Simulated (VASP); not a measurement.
# AlN (P6_3mc) in VASP: single point with PBEsol

Aim: the single point of AlN with PBEsol.

Program: VASP 6.6.1. These are calculated values, not measurements. Logs are shortened: lines on timing, memory, paths and dates and some standing lists are left out, and cuts for length are marked.

**What was measured.**

“Structural and optical properties of self-assembled AlN nanowires grown on SiO2/Si substrates by molecular beam epitaxy”, 2024, arxiv:2402.00216 quotes, for a bulk crystal of AlN at 0 K: band gap 6.0343 eV (an exciton energy, a little under the gap).

The runs below are set against these values where they give the same quantity.

## (1) The cell of the first run

It takes space group P6_3mc (No. 186, hexagonal). Conventional cell: a = 3.114 Å, b = 3.114 Å, c = 4.983 Å, α = 90.00°, β = 90.00°, γ = 120.00°. Within 2.5 Å of Al (site symmetry 3m) lie 4 N at 1.89 to 1.90 Å. N (site symmetry 3m) has 4 Al at 1.89 to 1.90 Å within 2.5 Å.

## (2) Single point, PBEsol

Contents of INCAR:

```
PREC = Accurate
ENCUT = 600
EDIFF = 1E-6
ISMEAR = 0
SIGMA = 0.05
LREAL = F
LASPH = T
NELM = 120
ALGO = Normal
ISIF = 2
LWAVE = F
LCHARG = F
GGA = PS
NBANDS = 26
GGA_COMPAT = F
```

Contents of KPOINTS:

```
Automatic mesh
0
Gamma
  8 8 3
```

Contents of POSCAR:

```
AlN
1.0
   -3.1135599822      0.0000000000      0.0000000000
   -1.5567799911     -2.6964220408      0.0000000000
    0.0000000000      0.0000000000      9.9667009506
Al N
4 4
Direct
    0.3333333333      0.3333333333      0.0007550585
    0.3333333333      0.3333333333      0.5007550585
    0.6666666667      0.6666666667      0.2507550585
    0.6666666667      0.6666666667      0.7507550585
    0.3333333333      0.3333333333      0.1917449415
    0.3333333333      0.3333333333      0.6917449415
    0.6666666667      0.6666666667      0.4417449415
    0.6666666667      0.6666666667      0.9417449415
```

Potentials or basis: VASP PAW PBE potentials, release 64 (Al, N).

Launch:

```
$ cat potpaw_PBE.64/Al/POTCAR potpaw_PBE.64/N/POTCAR > POTCAR
$ mpirun -np 1 vasp_std > vasp.out
```

OUTCAR:

```text
PREC = Accurate
   ENCUT = 600
   EDIFF = 1E-6
   ISMEAR = 0
   LREAL = F
   LASPH = T
   NELM = 120
   ISIF = 2
   GGA = PS

 ion  position               nearest neighbor table
   1  0.333  0.333  0.001-   8 1.89   8 1.89   8 1.89   5 1.90   4 3.07   3 3.07   3 3.07   4 3.07
                             3 3.07   4 3.07
   2  0.333  0.333  0.501-   7 1.89   7 1.89   7 1.89   6 1.90   4 3.07   3 3.07   3 3.07   4 3.07
                             3 3.07   4 3.07
   3  0.667  0.667  0.251-   5 1.89   5 1.89   5 1.89   7 1.90   1 3.07   2 3.07   2 3.07   1 3.07
                             1 3.07   2 3.07
   4  0.667  0.667  0.751-   6 1.89   6 1.89   6 1.89   8 1.90   1 3.07   2 3.07   2 3.07   1 3.07
                             1 3.07   2 3.07
   5  0.333  0.333  0.192-   3 1.89   3 1.89   3 1.89   1 1.90
   6  0.333  0.333  0.692-   4 1.89   4 1.89   4 1.89   2 1.90
   7  0.667  0.667  0.442-   2 1.89   2 1.89   2 1.89   3 1.90
   8  0.667  0.667  0.942-   1 1.89   1 1.89   1 1.89   4 1.90

  LATTYP: Found a hexagonal cell.
 ALAT       =     3.1135599822
 C/A-ratio  =     3.2010627730

  Lattice vectors:

 A1 = (   1.5567799911,   2.6964220408,   0.0000000000)
 A2 = (  -3.1135599822,   0.0000000000,   0.0000000000)
 A3 = (   0.0000000000,   0.0000000000,   9.9667009506)

Analysis of symmetry for initial positions (statically):
=====================================================================
 Subroutine PRICEL returns following result:

  LATTYP: Found a hexagonal cell.
 ALAT       =     3.1135599822
 C/A-ratio  =     1.6005313865

  Lattice vectors:

 A1 = (   1.5567799911,   2.6964220408,   0.0000000000)
 A2 = (  -3.1135599822,   0.0000000000,   0.0000000000)
 A3 = (   0.0000000000,   0.0000000000,   4.9833504753)

   2 primitive cells build up your supercell.

 Routine SETGRP: Setting up the symmetry group for a
 hexagonal supercell.

 Subroutine GETGRP returns: Found 12 space group operations
 (whereof  6 operations were pure point group operations)
 out of a pool of 24 trial point group operations.

The static configuration has the point symmetry C_3v.
 The point group associated with its full space group is C_6v.

Analysis of symmetry for dynamics (positions and initial velocities):
=====================================================================
 Subroutine PRICEL returns following result:

  LATTYP: Found a hexagonal cell.
 ALAT       =     3.1135599822
 C/A-ratio  =     1.6005313865

  Lattice vectors:

 A1 = (   1.5567799911,   2.6964220408,   0.0000000000)
 A2 = (  -3.1135599822,   0.0000000000,   0.0000000000)
 A3 = (   0.0000000000,   0.0000000000,   4.9833504753)

   2 primitive cells build up your supercell.

 Routine SETGRP: Setting up the symmetry group for a
 hexagonal supercell.

 Subroutine GETGRP returns: Found 12 space group operations
 (whereof  6 operations were pure point group operations)
 out of a pool of 24 trial point group operations.

The dynamic configuration has the point symmetry C_3v.
 The point group associated with its full space group is C_6v.

 Subroutine INISYM returns: Found 12 space group operations
 (whereof  6 operations are pure point group operations),
 and found     2 'primitive' translations

----------------------------------------------------------------------------------------

                                     Primitive cell

  volume of cell :      41.8376

  direct lattice vectors                    reciprocal lattice vectors
     1.556779991  2.696422041  0.000000000     0.000000000  0.370861825  0.000000000
    -3.113559982  0.000000000  0.000000000    -0.321175762  0.185430913  0.000000000
     0.000000000  0.000000000  4.983350475     0.000000000  0.000000000  0.200668206

  length of vectors
     3.113559982  3.113559982  4.983350475     0.370861825  0.370861825  0.200668206

  position of ions in fractional coordinates (direct lattice)
     0.666666667  0.333333333  0.001510117
     0.333333333  0.666666667  0.501510117
     0.666666667  0.333333333  0.383489883
     0.333333333  0.666666667  0.883489883

  ion indices of the primitive-cell ions
   primitive index   ion index
                 1           1
                 2           3
                 3           5
                 4           8

----------------------------------------------------------------------------------------

 KPOINTS: Automatic mesh

Automatic generation of k-mesh.
 Grid dimensions read from file:
 generate k-points for:    8    8    3

 Generating k-lattice:

  Cartesian coordinates                     Fractional coordinates (reciprocal lattice)
    -0.040146970  0.023178864  0.000000000     0.125000000  0.000000000  0.000000000
     0.000000000 -0.046357728  0.000000000     0.000000000  0.125000000  0.000000000
     0.000000000  0.000000000  0.033444701     0.000000000  0.000000000  0.333333333

  Length of vectors
     0.046357728  0.046357728  0.033444701

  Shift w.r.t. Gamma in fractional coordinates (k-lattice)
     0.000000000  0.000000000  0.000000000

 Subroutine IBZKPT returns following result:
 ===========================================

 Found     20 irreducible k-points:

 Following reciprocal coordinates:
            Coordinates               Weight
  0.000000  0.000000  0.000000      1.000000
  0.125000  0.000000  0.000000      6.000000
  0.250000  0.000000  0.000000      6.000000
  0.375000  0.000000  0.000000      6.000000
  0.500000  0.000000  0.000000      3.000000
  0.250000  0.125000  0.000000      6.000000
[... 12 lines left out ...]
  0.500000  0.250000  0.333333     12.000000
 -0.375000  0.250000  0.333333     12.000000
   k-points           NKPTS =     20   k-points in BZ     NKDIM =     20   number of bands    NBANDS=     26
   number of dos      NEDOS =    301   number of ions     NIONS =      8
   total plane-waves  NPLWV =  62720
   dimension x,y,z NGX =    28 NGY =   28 NGZ =   80
   dimension x,y,z NGXF=    56 NGYF=   56 NGZF=  160
   ions per type =               4   4
   NGX,Y,Z   is equivalent  to a cutoff of  14.95, 14.95, 13.34 a.u.
   NGXF,Y,Z  is equivalent  to a cutoff of  29.90, 29.90, 26.69 a.u.
 SYSTEM =  unknown system
   PREC   = accura    normal or accurate (medium, high low for compatibility)
   ISTART =      0    job   : 0-new  1-cont  2-samecut
   ICHARG =      2    charge: 1-file 2-atom 10-const
   ISPIN  =      1    spin polarized calculation?
   LNONCOLLINEAR =      F non collinear calculations
   LSORBIT =      F    spin-orbit coupling
   LASPH  =      T    aspherical Exc in radial PAW
   ENCUT  =  600.0 eV  44.10 Ry    6.64 a.u.   6.22  6.22 19.91*2*pi/ulx,y,z
   NELM   =    120;   NELMIN=  2; NELMDL= -5     # of ELM steps
   EDIFF  = 0.1E-05   stopping-criterion for ELM
   LREAL  =      F    real-space projection
   EDIFFG = 0.1E-04   stopping-criterion for IOM
   NSW    =      0    number of steps for IOM
   IBRION =     -1    ionic relax: 0-MD 1-quasi-New 2-CG
   NFREE  =      0    steps in history (QN), initial steepest desc. (CG)
   ISIF   =      2    stress and relaxation
   ISYM   =      2    0-nonsym 1-usesym 2-fastsym
   POTIM  = 0.5000    time-step for ionic-motion
   TEBEG  =    0.0;   TEEND  =   0.0 temperature during run
   PSTRESS=    0.0 pullay stress
   NELECT =      32.0000    total number of electrons
   NUPDOWN=      -1.0000    fix difference up-down
   EMIN   =  10.00;   EMAX   =-10.00  energy-range for DOS
   EFERMI =   0.00;   METHOD = LEGACY
   ISMEAR =     0;   SIGMA  =   0.05  broadening in eV -4-tet -1-fermi 0-gaus
   EFERMI_NEDOS =   21; number of points for ismear=-14 and -15
   IALGO  =     38    algorithm
   IMIX   =      4    mixing-type and parameters
     AMIX     =   0.40;   BMIX     =  1.00
     AMIX_MAG =   1.60;   BMIX_MAG =  1.00
  volume/ion in A,a.u.               =      10.46        70.58
  Fermi-wavevector in a.u.,A,eV,Ry     =   1.188300  2.245561 19.212190  1.412056
  Thomas-Fermi vector in A             =   2.324432
   LORBIT       =      0    0 simple, 1 ext, 2 COOP (PROOUT), +10 PAW based schemes
   GGA     = PS    functional components
   LHFCALC =     F    Hartree Fock is set to
   AEXX    =    0.0000 exact exchange contribution
   IVDW    =     0    specifies the selected vdW correction
   LEPSILON=     F    determine dielectric tensor
   LRPA    =     F    only Hartree local field effects (RPA)
 non-spin polarized calculation
 Gauss-broadening in eV      SIGMA  =   0.05
  energy-cutoff  :      600.00
  volume of cell :       83.68
 maximum number of plane-waves:      2824
 NGX is ok and might be reduce to    28
   NGX = 13   NGY = 13   NGZ = 39

 number of electron      32.0000000 magnetization

 Free energy of the ion-electron system (eV)
  ---------------------------------------------------
  ext. energy  EPLUGINS =         0.00000000
  ---------------------------------------------------
  free energy    TOTEN  =       -62.63132462 eV

  energy without entropy =      -62.63132462  energy(sigma->0) =      -62.63132462

 E-fermi :   6.3052     XC(G=0): -11.1002

 val. band max:        6.0520986751   @ k =   0.0000   0.0000   0.0000
 cond. band min:      10.1652703915   @ k =   0.0000   0.0000   0.0000
 fundamental gap:      4.1131717164
 Fermi energy:         6.3052222233

 k-point     1 :       0.0000    0.0000    0.0000
  band No.  band energies     occupation
      1      -9.1110      2.00000
      2      -8.2133      2.00000
      3      -8.2133      2.00000
      4      -6.9309      2.00000
      5       0.0009      2.00000
      6       2.6919      2.00000
[... 18 lines left out ...]
     25      17.0721      0.00000
     26      17.3916      0.00000

 k-point     2 :       0.1250    0.0000    0.0000
  band No.  band energies     occupation
      1      -8.9115      2.00000
      2      -8.0403      2.00000
      3      -8.0403      2.00000
      4      -6.8196      2.00000
      5       0.2380      2.00000
      6       2.6186      2.00000
[... 18 lines left out ...]
     25      17.6367      0.00000
[... 492 lines left out ...]
     25      17.2118      0.00000
     26      17.3111      0.00000

 k-point    20 :      -0.3750    0.2500    0.3333
  band No.  band energies     occupation
      1      -6.7430      2.00000
      2      -6.6622      2.00000
      3      -6.4949      2.00000
      4      -6.4572      2.00000
      5       0.9470      2.00000
      6       1.0347      2.00000
[... 18 lines left out ...]
     25      17.3219      0.00000
     26      17.6918      0.00000

------------------------ aborting loop because EDIFF is reached ----------------------------------------

  FORCE on cell =-STRESS in cart. coord.  units (eV):
  Direction    XX          YY          ZZ          XY          YZ          ZX
  --------------------------------------------------------------------------------------
  -------------------------------------------------------------------------------------
  Total       -0.0564811     -0.0564811     -0.0604267      0.0000000      0.0000000      0.0000000
  in kB       -1.0814765     -1.0814765     -1.1570259      0.0000000      0.0000000      0.0000000
  external PRESSURE =      -1.1066596 kB  Pullay stress =       0.0000000 kB

 VOLUME and BASIS-vectors are now :
 -----------------------------------------------------------------------------
  energy-cutoff  :      600.00
  volume of cell :       83.68
      direct lattice vectors                 reciprocal lattice vectors
    -3.113559982  0.000000000  0.000000000    -0.321175762  0.185430913  0.000000000
    -1.556779991 -2.696422041  0.000000000     0.000000000 -0.370861825  0.000000000
     0.000000000  0.000000000  9.966700951     0.000000000  0.000000000  0.100334103

 POSITION                                       TOTAL-FORCE (eV/Angst)
 -----------------------------------------------------------------------------------
     -1.55678     -0.89881      0.00753        -0.000000      0.000000     -0.000475
     -1.55678     -0.89881      4.99088         0.000000      0.000000     -0.000475
     -3.11356     -1.79761      2.49920        -0.000000     -0.000000     -0.000475
     -3.11356     -1.79761      7.48255         0.000000      0.000000     -0.000475
     -1.55678     -0.89881      1.91106         0.000000      0.000000      0.000475
     -1.55678     -0.89881      6.89441         0.000000      0.000000      0.000475
     -3.11356     -1.79761      4.40274        -0.000000     -0.000000      0.000475
     -3.11356     -1.79761      9.38609        -0.000000     -0.000000      0.000475
 -----------------------------------------------------------------------------------
    total drift:                                0.000000      0.000000      0.001372

  FREE ENERGIE OF THE ION-ELECTRON SYSTEM (eV)
  ---------------------------------------------------
  free  energy   TOTEN  =       -62.6313246221 eV

  energy  without entropy=      -62.6313246221  energy(sigma->0) =      -62.63132462
```

Run time: 33 s. Hardware: 1 thread of Intel Xeon 6975P-C (Granite Rapids), shared host; peak memory 0.24 GiB.

What came out:

| Item | Value |
| --- | --- |
| Free energy | -62.6313 eV |
| Pressure | -0.1 GPa |
| Band gap on the k mesh | 4.11 eV |

Caveat: the PAW data sets were made with another functional, which shifts forces and pressure a little; an odd mesh through Γ misses points on the zone boundary, where band edges can lie.

## (3) Against experiment

Step 2. Measured gap of AlN: 6.0343 eV (an exciton energy, a little under the gap; 0 K; quoted in “Structural and optical properties of self-assembled AlN nanowires grown on SiO2/Si substrates by molecular beam epitaxy”, 2024, arxiv:2402.00216). This calculation gives 4.11 eV (-1.92 eV). 2 values of this kind are on record (6.034 to 6.0343 eV); this one was drawn at random. The value is that of PBEsol on a finite k mesh, which can miss the band edges, without temperature or zero-point motion. Semilocal functionals fall short of measured gaps as a rule.
